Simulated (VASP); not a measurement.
Input of a VASP 6.6.1 run:

File INCAR:

```
PREC = Accurate
ENCUT = 520
EDIFF = 1E-6
ISMEAR = -1
SIGMA = 0.05
LREAL = False
LASPH = True
NELM = 100
ALGO = Normal
ISIF = 2
LWAVE = False
LCHARG = False
GGA = PS
NBANDS = 11
```

Contents of KPOINTS:

```
Automatic mesh
0
Gamma
  10 10 10
```

The input POSCAR:

```
BP
1.0
    0.0000000000      2.1873103016      2.1873103016
    2.1873103016      0.0000000000      2.1873103016
    2.1873103016      2.1873103016      0.0000000000
P B
1 1
Direct
    0.7500000000      0.7500000000      0.7500000000
    0.0000000000      0.0000000000      0.0000000000
```

Potentials or basis: VASP PAW PBE potentials, release 64 (P, B).

Command:

```sh
$ cat potpaw_PBE.64/P/POTCAR potpaw_PBE.64/B/POTCAR > POTCAR
$ mpirun -np 1 vasp_std > vasp.out
```

**Question.** What does it give for the band gap on the k mesh?

**Answer.** 0.98 eV, indirect (least direct gap 3.55 eV).

**Question.** Predict the pressure.

**Answer.** 20.1 GPa.

Caveat: the PAW data sets were made with another functional, which shifts forces and pressure a little. A k mesh can miss the band edges.
